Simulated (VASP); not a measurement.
Here is a VASP 6.6.1 calculation.

Contents of INCAR:

```
SYSTEM = PbS
ALGO = Normal
EDIFF = 1E-6
ENCUT = 520
GGA = PE
ISIF = 2
ISMEAR = 0
LASPH = .True.
LCHARG = .False.
LREAL = .False.
LWAVE = .False.
NBANDS = 17
NELM = 60
PREC = Accurate
SIGMA = 0.022
```

The input KPOINTS:

```
k-points
0
Gamma
  7 7 7
  0 0 0
```

The input POSCAR:

```
PbS
1.0
    3.6536590000      0.0000000000      0.0000000000
    0.0000000000      3.6536590000      0.0000000000
    0.0000000000      0.0000000000      3.6536590000
Pb S
1 1
Direct
    0.0000000000      0.0000000000      0.0000000000
    0.5000000000      0.5000000000      0.5000000000
```

Potentials or basis: VASP PAW PBE potentials, release 64 (Pb_d, S).

Command:

```sh
$ cat potpaw_PBE.64/Pb_d/POTCAR potpaw_PBE.64/S/POTCAR > POTCAR
$ mpirun -np 1 vasp_std > vasp.out
```

Problem. Estimate the pressure.

Solution. 0.2 GPa.

Problem. Estimate the band gap on the k mesh.

Solution. 0.10 eV, indirect (least direct gap 1.42 eV).

Caveat: spin-orbit coupling is left out, which moves the levels of the heavy elements. A k mesh can miss the band edges.
